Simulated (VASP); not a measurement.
# Sb (P-3m1) in VASP: further runs

Runs on Sb. Level: PBE. Tasks: single point, relaxation of cell and atoms.

All numbers are computed with VASP 6.6.1; they aren't measurements. Logs are shortened: lines on timing, memory, paths and dates and some standing lists are left out, and cuts for length are marked.

### 1 The cell of the first run

The structure is trigonal, space group P-3m1 (No. 164). The conventional cell has a = 4.252 Å, b = 4.252 Å, c = 9.706 Å, α = 90.00°, β = 90.00°, γ = 120.00°. Within 3.8 Å of Sb (site symmetry 3m) lie 3 Sb at 2.92 Å. Within 3.8 Å of Sb (site symmetry 3m) lie 6 Sb at 2.92 to 3.48 Å.

### 2 Single point, PBE

File INCAR:

```
PREC = Accurate
ENCUT = 500
EDIFF = 1E-6
ISMEAR = 0
SIGMA = 0.2
LREAL = F
LASPH = T
NELM = 120
ALGO = Normal
ISIF = 2
LWAVE = F
LCHARG = F
GGA = PE
NBANDS = 70
GGA_COMPAT = F
```

File KPOINTS:

```
Automatic mesh
0
Gamma
  6 6 1
```

File POSCAR:

```
Sb
1.0
    4.2524400993      0.0000000000      0.0000000000
   -2.1262200496      3.6827211540      0.0000000000
    0.0000000000      0.0000000000     19.4115319456
Sb
8
Direct
    0.0000000000      0.0000000000      0.3946038262
    0.0000000000      0.0000000000      0.8946038261
    0.0000000000      0.0000000000      0.1053961738
    0.0000000000      0.0000000000      0.6053961738
    0.3333333333      0.6666666667      0.3134944569
    0.3333333333      0.6666666667      0.8134944569
    0.6666666667      0.3333333333      0.1865055431
    0.6666666667      0.3333333333      0.6865055431
```

Potentials or basis: VASP PAW PBE potentials, release 64 (Sb_d_GW).

Launch:

```sh
$ cat potpaw_PBE.64/Sb_d_GW/POTCAR > POTCAR
$ mpirun -np 1 vasp_std > vasp.out
```

OUTCAR:

```text
PREC = Accurate
   ENCUT = 500
   EDIFF = 1E-6
   ISMEAR = 0
   LREAL = F
   LASPH = T
   NELM = 120
   ISIF = 2
   GGA = PE

 ion  position               nearest neighbor table
   1  0.000  0.000  0.395-   5 2.92   5 2.92   5 2.92
   2  0.000  0.000  0.895-   6 2.92   6 2.92   6 2.92
   3  0.000  0.000  0.105-   7 2.92   7 2.92   7 2.92
   4  0.000  0.000  0.605-   8 2.92   8 2.92   8 2.92
   5  0.333  0.667  0.313-   1 2.92   1 2.92   1 2.92
   6  0.333  0.667  0.813-   2 2.92   2 2.92   2 2.92
   7  0.667  0.333  0.187-   3 2.92   3 2.92   3 2.92
   8  0.667  0.333  0.687-   4 2.92   4 2.92   4 2.92
[... 7 lines left out ...]
 A1 = (   4.2524400993,   0.0000000000,   0.0000000000)
 A2 = (  -2.1262200496,   3.6827211540,   0.0000000000)
 A3 = (   0.0000000000,   0.0000000000,  19.4115319456)

Analysis of symmetry for initial positions (statically):
=====================================================================
 Subroutine PRICEL returns following result:

  LATTYP: Found a hexagonal cell.
 ALAT       =     4.2524400993
 C/A-ratio  =     2.2823992217

  Lattice vectors:

 A1 = (   4.2524400993,   0.0000000000,   0.0000000000)
 A2 = (  -2.1262200496,   3.6827211540,   0.0000000000)
 A3 = (   0.0000000000,   0.0000000000,   9.7057659728)

   2 primitive cells build up your supercell.

 Routine SETGRP: Setting up the symmetry group for a
 hexagonal supercell.

 Subroutine GETGRP returns: Found 12 space group operations
 (whereof 12 operations were pure point group operations)
 out of a pool of 24 trial point group operations.

The static configuration has the point symmetry D_3d.

Analysis of symmetry for dynamics (positions and initial velocities):
=====================================================================
 Subroutine PRICEL returns following result:

  LATTYP: Found a hexagonal cell.
 ALAT       =     4.2524400993
 C/A-ratio  =     2.2823992217

  Lattice vectors:

 A1 = (   4.2524400993,   0.0000000000,   0.0000000000)
 A2 = (  -2.1262200496,   3.6827211540,   0.0000000000)
 A3 = (   0.0000000000,   0.0000000000,   9.7057659728)

   2 primitive cells build up your supercell.

 Routine SETGRP: Setting up the symmetry group for a
 hexagonal supercell.

 Subroutine GETGRP returns: Found 12 space group operations
[... 90 lines left out ...]
   LREAL  =      F    real-space projection
   EDIFFG = 0.1E-04   stopping-criterion for IOM
   NSW    =      0    number of steps for IOM
   IBRION =     -1    ionic relax: 0-MD 1-quasi-New 2-CG
   NFREE  =      0    steps in history (QN), initial steepest desc. (CG)
   ISIF   =      2    stress and relaxation
   ISYM   =      2    0-nonsym 1-usesym 2-fastsym
   POTIM  = 0.5000    time-step for ionic-motion
   TEBEG  =    0.0;   TEEND  =   0.0 temperature during run
   PSTRESS=    0.0 pullay stress
   NELECT =     120.0000    total number of electrons
   NUPDOWN=      -1.0000    fix difference up-down
   EMIN   =  10.00;   EMAX   =-10.00  energy-range for DOS
   EFERMI =   0.00;   METHOD = LEGACY
   ISMEAR =     0;   SIGMA  =   0.20  broadening in eV -4-tet -1-fermi 0-gaus
   EFERMI_NEDOS =   21; number of points for ismear=-14 and -15
   IALGO  =     38    algorithm
   IMIX   =      4    mixing-type and parameters
     AMIX     =   0.40;   BMIX     =  1.00
     AMIX_MAG =   1.60;   BMIX_MAG =  1.00
  volume/ion in A,a.u.               =      38.00       256.43
  Fermi-wavevector in a.u.,A,eV,Ry     =   1.200917  2.269404 19.622342  1.442201
  Thomas-Fermi vector in A             =   2.336740
   LORBIT       =      0    0 simple, 1 ext, 2 COOP (PROOUT), +10 PAW based schemes
   GGA     = PE    functional components
   LHFCALC =     F    Hartree Fock is set to
   AEXX    =    0.0000 exact exchange contribution
   IVDW    =     0    specifies the selected vdW correction
   LEPSILON=     F    determine dielectric tensor
   LRPA    =     F    only Hartree local field effects (RPA)
 non-spin polarized calculation
 Gauss-broadening in eV      SIGMA  =   0.20
  energy-cutoff  :      500.00
  volume of cell :      304.00
 maximum number of plane-waves:      7758
 NGX is ok and might be reduce to    32

 number of electron     119.9999974 magnetization

 Free energy of the ion-electron system (eV)
  ---------------------------------------------------
  ext. energy  EPLUGINS =         0.00000000
  ---------------------------------------------------
  free energy    TOTEN  =       -32.83278737 eV

  energy without entropy =      -32.82075970  energy(sigma->0) =      -32.82677354

 E-fermi :   3.4265     XC(G=0):  -8.6020

 val. band max:        3.4244601131   @ k =   0.0000   0.0000   0.0000
 cond. band min:       3.6579978828   @ k =   0.3333   0.0000   0.0000
 fundamental gap:      0.2335377697
 Fermi energy:         3.4265015121

 k-point     1 :       0.0000    0.0000    0.0000
  band No.  band energies     occupation
      1     -25.9301      2.00000
      2     -25.9301      2.00000
      3     -25.9300      2.00000
      4     -25.9300      2.00000
      5     -25.9090      2.00000
      6     -25.9090      2.00000
[... 500 lines left out ...]
     69       7.2157      0.00000
     70       7.3274      0.00000

------------------------ aborting loop because EDIFF is reached ----------------------------------------

  FORCE on cell =-STRESS in cart. coord.  units (eV):
  Direction    XX          YY          ZZ          XY          YZ          ZX
  --------------------------------------------------------------------------------------
  -------------------------------------------------------------------------------------
  Total        0.3790437      0.3790437     -0.2095047      0.0000000      0.0000000      0.0000000
  in kB        1.9977128      1.9977128     -1.1041742      0.0000000      0.0000000      0.0000000
  external PRESSURE =       0.9637505 kB  Pullay stress =       0.0000000 kB

 VOLUME and BASIS-vectors are now :
 -----------------------------------------------------------------------------
  energy-cutoff  :      500.00
  volume of cell :      304.00
      direct lattice vectors                 reciprocal lattice vectors
     4.252440099  0.000000000  0.000000000     0.235159103  0.135769172  0.000000000
    -2.126220050  3.682721154  0.000000000     0.000000000  0.271538343  0.000000000
     0.000000000  0.000000000 19.411531946     0.000000000  0.000000000  0.051515769

 POSITION                                       TOTAL-FORCE (eV/Angst)
 -----------------------------------------------------------------------------------
      0.00000      0.00000      7.65986         0.000000      0.000000     -0.059278
      0.00000      0.00000     17.36563         0.000000      0.000000     -0.059278
      0.00000      0.00000      2.04590         0.000000      0.000000      0.059278
      0.00000      0.00000     11.75167         0.000000      0.000000      0.059278
     -0.00000      2.45515      6.08541        -0.000000     -0.000000      0.037274
     -0.00000      2.45515     15.79117        -0.000000     -0.000000      0.037274
      2.12622      1.22757      3.62036         0.000000      0.000000     -0.037274
      2.12622      1.22757     13.32612         0.000000     -0.000000     -0.037274
 -----------------------------------------------------------------------------------
    total drift:                                0.000000     -0.000000      0.000001

  FREE ENERGIE OF THE ION-ELECTRON SYSTEM (eV)
  ---------------------------------------------------
  free  energy   TOTEN  =       -32.8327873749 eV

  energy  without entropy=      -32.8207596997  energy(sigma->0) =      -32.82677354
```

stdout:

```text
POSCAR found type information on POSCAR Sb
 POSCAR found :  1 types and       8 ions
 scaLAPACK will be used
 LDA part: xc-table for (Slater+PW92), standard interpolation
 POSCAR, INCAR and KPOINTS ok, starting setup
 FFT: planning ... GRIDC
 FFT: planning ... GRID_SOFT
 FFT: planning ... GRID
 WAVECAR not read
 entering main loop
```

Wall time 4.6 min (1 thread of Intel Xeon 6975P-C (Granite Rapids), shared host); peak memory 0.42 GiB.

What came out:

```
Free energy   : -32.8328 eV
Pressure      : 0.1 GPa
Largest force : 0.059 eV/Å
```

Forces in eV/Å, atoms in the order of the input:
```
Sb   0.000  0.000 -0.059
Sb   0.000  0.000 -0.059
Sb   0.000  0.000  0.059
Sb   0.000  0.000  0.059
Sb   0.000  0.000  0.037
Sb   0.000  0.000  0.037
Sb   0.000  0.000 -0.037
Sb   0.000  0.000 -0.037
```

Stress tensor (GPa, compression positive):
```
 0.20  0.00  0.00
 0.00  0.20  0.00
 0.00  0.00 -0.11
```

Caveat: spin-orbit coupling is left out, which moves the levels of the heavy elements.

### 3 Single point, PBE

This run uses another cell than the first one: it holds 4 atoms, not 8.

File INCAR:

```
SYSTEM = Sb
PREC = Accurate
ENCUT = 500
EDIFF = 1E-6
ISMEAR = 0
SIGMA = 0.1
LREAL = .FALSE.
LASPH = .TRUE.
NELM = 120
ALGO = Normal
ISIF = 2
LWAVE = .FALSE.
LCHARG = .FALSE.
GGA = PE
NBANDS = 38
GGA_COMPAT = .FALSE.
```

File KPOINTS:

```
Automatic mesh
0
G
  6 6 4
  0 0 0
```

File POSCAR:

```
Sb
1.0
    4.2862291346      0.0000000000      0.0000000000
   -2.1431145673      3.7119833170      0.0000000000
    0.0000000000      0.0000000000      9.4363125016
Sb
4
Direct
    0.0000000000      0.0000000000      0.7906211458
    0.0000000000      0.0000000000      0.2093788542
    0.3333333333      0.6666666667      0.6262165183
    0.6666666667      0.3333333333      0.3737834817
```

Potentials or basis: VASP PAW PBE potentials, release 64 (Sb_d_GW).

Launch:

```sh
$ cat potpaw_PBE.64/Sb_d_GW/POTCAR > POTCAR
$ mpirun -np 1 vasp_std > vasp.out
```

Wall time 2.8 min (1 thread of Intel Xeon Platinum 8259CL at 2.50GHz (Skylake/Cascade Lake), shared host); peak memory 0.31 GiB.

It converged, with:

```yaml
Free_energy: -16.4208 eV
Pressure: 0.0 GPa
```

Stress tensor (GPa, compression positive):
```
-0.05  0.00  0.00
 0.00 -0.05  0.00
 0.00  0.00  0.14
```

Levels at points of the mesh, in eV from the Fermi level:
| k point | band 28 | band 29 | band 30 | band 31 | band 32 | band 33 |
| --- | --- | --- | --- | --- | --- | --- |
| (0.00, 0.00, 0.00) | -1.09 | -1.09 | -0.07 | 0.57 | 1.24 | 1.24 |
| (0.50, 0.00, 0.00) | -2.12 | -2.11 | -1.61 | 0.65 | 1.25 | 1.65 |
| (0.00, 0.00, 0.50) | -1.03 | -1.01 | -0.83 | 0.60 | 1.10 | 1.10 |
| (0.50, 0.00, 0.50) | -2.88 | -2.19 | -1.11 | 0.31 | 1.24 | 1.94 |

Caveat: spin-orbit coupling is left out, which moves the levels of the heavy elements.

### 4 Single point, PBE

This run uses another cell than the first one: it holds 4 atoms, not 8.

INCAR: that of step 3 with these lines changed.

```diff
@@ -5,3 +5,3 @@
 ISMEAR = 0
-SIGMA = 0.1
+SIGMA = 0.01
 LREAL = .FALSE.
```

File KPOINTS:

```
regular mesh
0
G
  12 12 4
  0 0 0
```

File POSCAR:

```
Sb
1.0
    4.2524400993      0.0000000000      0.0000000000
   -2.1262200496      3.6827211540      0.0000000000
    0.0000000000      0.0000000000      9.7057659728
Sb
4
Direct
    0.0000000000      0.0000000000      0.7892076523
    0.0000000000      0.0000000000      0.2107923477
    0.3333333333      0.6666666667      0.6269889138
    0.6666666667      0.3333333333      0.3730110862
```

Launch:

```sh
$ cat potpaw_PBE.64/Sb_d_GW/POTCAR > POTCAR
$ mpirun -np 1 vasp_std > vasp.out
```

Wall time 7.1 min (1 thread of Intel Xeon Platinum 8259CL at 2.50GHz (Skylake/Cascade Lake), shared host); peak memory 0.45 GiB.

The run converged. Its results:

```yaml
Free_energy: -16.4143 eV
Pressure: 0.0 GPa
Band_gap_on_the_k_mesh: zero (bands 30 and 31 overlap by 0.31 eV)
```

Forces in eV/Å, atoms in the order of the input:
```
Sb   0.000  0.000  0.000
Sb   0.000  0.000  0.000
Sb   0.000  0.000 -0.003
Sb   0.000  0.000  0.003
```

Levels at points of the mesh, in eV from the Fermi level:
| k point | band 28 | band 29 | band 30 | band 31 | band 32 | band 33 |
| --- | --- | --- | --- | --- | --- | --- |
| (0.00, 0.00, 0.00) | -1.22 | -1.22 | -0.15 | 0.31 | 1.12 | 1.12 |
| (0.50, 0.00, 0.00) | -2.48 | -2.32 | -1.80 | 0.42 | 0.91 | 1.52 |
| (0.00, 0.00, 0.50) | -1.17 | -1.17 | -0.98 | 0.43 | 1.02 | 1.02 |
| (0.50, 0.00, 0.50) | -3.00 | -2.38 | -1.40 | 0.14 | 0.95 | 1.67 |

Caveat: spin-orbit coupling is left out, which moves the levels of the heavy elements.

### 5 Relaxation of cell and atoms, PBE

This run uses another cell than the first one: it holds 4 atoms, not 8.

File INCAR:

```
SYSTEM = Sb
  PREC = Accurate
  ENCUT = 500
  EDIFF = 1E-7
  ISMEAR = 0
  SIGMA = 0.1
  LREAL = .FALSE.
  LASPH = .TRUE.
  NELM = 120
  ALGO = Normal
  ISIF = 3
  LWAVE = .FALSE.
  LCHARG = .FALSE.
  GGA = PE
  IBRION = 2
  NSW = 90
  EDIFFG = -0.04
  GGA_COMPAT = .FALSE.
  NELMIN = 4
```

File KPOINTS:

```
Automatic mesh
0
G
  6 6 4
  0 0 0
```

File POSCAR:

```
Sb
1.0
    4.1644307200      0.0000000000      0.0000000000
   -2.0822153600      3.6065028000      0.0000000000
    0.0000000000      0.0000000000      6.9388679700
Sb
4
Direct
    0.0000000000      0.0000000000      0.8025568000
    0.0000000000      0.0000000000      0.1974432000
    0.3333333300      0.6666666700      0.6146058900
    0.6666666700      0.3333333300      0.3853941100
```

Launch:

```sh
$ cat potpaw_PBE.64/Sb_d_GW/POTCAR > POTCAR
$ mpirun -np 1 vasp_std > vasp.out
```

It took 20 min on 1 thread of Intel Xeon 6975P-C (Granite Rapids), shared host; peak memory 0.25 GiB.

The run converged. Its results:

| Item | Value |
| --- | --- |
| Free energy | -16.3430 eV |
| Relaxed volume | 36.77 Å³/atom |
| Relaxed cell | a = 4.295 Å, b = 4.295 Å, c = 9.206 Å, α = 90.00°, β = 90.00°, γ = 120.00° |
| Space group after relaxing (to 0.1 Å) | P-3m1 (No. 164) |
| Energy gained by relaxing | 653.2 meV/atom |
| Ionic steps | 24 |
| Pressure after relaxing | 0.0 GPa |
| Largest force after relaxing | 0.040 eV/Å |

Forces in eV/Å, atoms in the order of the input:
```
Sb   0.000  0.000 -0.020
Sb   0.000  0.000  0.020
Sb   0.000  0.000 -0.040
Sb   0.000  0.000  0.040
```

Stress tensor (GPa, compression positive):
```
-0.07  0.00  0.00
 0.00 -0.07  0.00
 0.00  0.00  0.02
```

Step by step:
```csv
step,energy change (eV),largest force (eV/Å),pressure (GPa),volume (Å³)
1,0.0000,1.2873,25.46,104.22
2,-1.1790,0.7767,-6.82,179.95
3,-2.2680,0.4919,-0.19,140.84
4,-2.2687,0.4855,0.08,140.03
5,-2.3145,0.3998,-0.02,140.68
6,-2.4483,0.1041,0.21,142.46
7,-2.4035,1.1487,2.06,145.16
8,-2.4934,0.4102,0.73,143.71
9,-2.5304,0.3915,0.20,145.99
10,-2.5709,0.2938,-0.72,151.02
11,-2.5741,0.2429,-0.94,152.59
12,-2.5977,0.2218,-0.28,150.21
13,-2.5999,0.2136,-0.02,149.34
14,-2.5999,0.2116,-0.01,149.26
15,-2.6033,0.1297,-0.17,149.22
16,-2.6049,0.1251,-0.45,149.13
17,-2.6065,0.1208,-0.35,148.55
18,-2.6093,0.1098,-0.07,146.81
19,-2.6095,0.1043,0.02,146.25
20,-2.6105,0.0837,0.06,146.24
21,-2.6120,0.0442,0.16,146.22
22,-2.6121,0.0704,0.20,146.21
23,-2.6128,0.0518,0.03,146.82
24,-2.6129,0.0395,-0.04,147.07
```

Final structure:
```
Sb
1.0
     4.29496    0.00000    0.00000
    -2.14748    3.71955    0.00000
     0.00000    0.00000    9.20600
Sb
4
Cartesian
  0.0000 0.0000 7.3371
  0.0000 0.0000 1.8689
  0.0000 2.4797 5.7925
  2.1475 1.2398 3.4135
```

Levels at points of the mesh, in eV from the Fermi level:
| k point | band 27 | band 28 | band 29 | band 30 | band 31 | band 32 | band 33 | band 34 |
| --- | --- | --- | --- | --- | --- | --- | --- | --- |
| (0.00, 0.00, 0.00) | -1.26 | -1.09 | -1.09 | -0.08 | 0.77 | 1.28 | 1.28 | 1.97 |
| (0.50, 0.00, 0.00) | -2.90 | -2.06 | -1.96 | -1.65 | 0.73 | 1.34 | 1.62 | 1.85 |
| (0.00, 0.00, 0.50) | -1.00 | -1.00 | -0.88 | -0.87 | 0.76 | 1.09 | 1.09 | 1.84 |
| (0.50, 0.00, 0.50) | -2.97 | -2.84 | -2.18 | -1.03 | 0.32 | 1.33 | 2.00 | 2.03 |

Caveat: the volume moved by over 15 % at a fixed basis, so the end points are rough; spin-orbit coupling is left out, which moves the levels of the heavy elements.

### 6 The runs side by side

| task | cell | k mesh | smearing | pressure (GPa) | largest force (eV/Å) |
| --- | --- | --- | --- | --- | --- |
| single point | a = 4.252, b = 4.252, c = 19.412 Å, angles 90.0, 90.0, 120.0°, 8 atoms, atomic positions A | 6 × 6 × 1 | gaussian 0.2 eV | 0.1 | 0.06 |
| single point | a = 4.286, b = 4.286, c = 9.436 Å, angles 90.0, 90.0, 120.0°, 4 atoms, atomic positions B | 6 × 6 × 4 | gaussian 0.1 eV | 0.0 | - |
| single point | a = 4.252, b = 4.252, c = 9.706 Å, angles 90.0, 90.0, 120.0°, 4 atoms, atomic positions C | 12 × 12 × 4 | gaussian 0.01 eV | 0.0 | - |
| relaxation of cell and atoms | relaxed from a = 4.164, b = 4.164, c = 6.939 Å, angles 90.0, 90.0, 120.0°, 4 atoms, atomic positions D | 6 × 6 × 4 | gaussian 0.1 eV | 0.0 | 0.04 |

Alike in all rows: level PBE; potentials or basis VASP PAW PBE potentials, release 64 (Sb_d_GW); no spin polarisation; cutoff (eV) 500.

Caveats: spin-orbit coupling is left out, which moves the levels of the heavy elements; the volume moved by over 15 % at a fixed basis, so the end points are rough (at least some runs).

Absolute energies hang on the potentials; compare differences alone.

The gap in the log of VASP goes by the Fermi energy; the results here count the filled bands.